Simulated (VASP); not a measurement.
Write the native input for VASP 6.6.1 that does the following.

* Task: single point
* Functional: PBE
* Potentials or basis: VASP PAW PBE potentials, release 64 (Ge_d)
* Cutoff: 520 eV
* k mesh: 4 × 4 × 4
* Occupations: gaussian, width 0.1 eV
* Spin: no spin polarisation
* Dipole correction: no
* Further INCAR settings: ALGO = Normal; EDIFF = 1e-06; NBANDS = 36

The structure of Ge lies in POSCAR:

```
Ge
1.0
    4.1432860785      0.0000000000      0.0000000000
    0.0000000000      5.1780562110      0.0000000000
    0.0000000000      0.0000000000      5.4679705839
Ge
4
Direct
    0.5000000000      0.0000000000      0.7288821744
    0.5000000000      0.0000000000      0.2711178256
    0.0000000000      0.5000000000      0.0000000000
    0.0000000000      0.0000000000      0.0000000000
```

The cell was generated, and may not be a known phase.

These files were run (other wordings do the same):

INCAR

```
PREC = Accurate ; ENCUT = 520
EDIFF = 1E-6 ; ISMEAR = 0
SIGMA = 0.1 ; LREAL = False
LASPH = True ; NELM = 60
ALGO = Normal ; ISIF = 2
LWAVE = False ; LCHARG = False
GGA = PE ; NBANDS = 36
```

KPOINTS

```
regular mesh
0
Gamma
  4 4 4
```

Potentials or basis: VASP PAW PBE potentials, release 64 (Ge_d).

Launch:

```bash
$ cat potpaw_PBE.64/Ge_d/POTCAR > POTCAR
$ mpirun -np 1 vasp_std > vasp.out
```

Results of the run:

```json
{"Pressure": "0.1 GPa", "Largest force": "0.017 eV/Å", "Band gap on the k mesh": "zero (bands 28 and 29 overlap by 0.87 eV)"}
```

Caveat: the k points lie up to 0.38 Å⁻¹ apart, too coarse for converged energies and pressures of a metal.

Wall time 120 s on 1 thread of Intel(R) Xeon(R) Platinum 8259CL CPU @ 2.50GHz (Skylake/Cascade Lake), with other jobs on the host, peak memory 0.26 GiB.
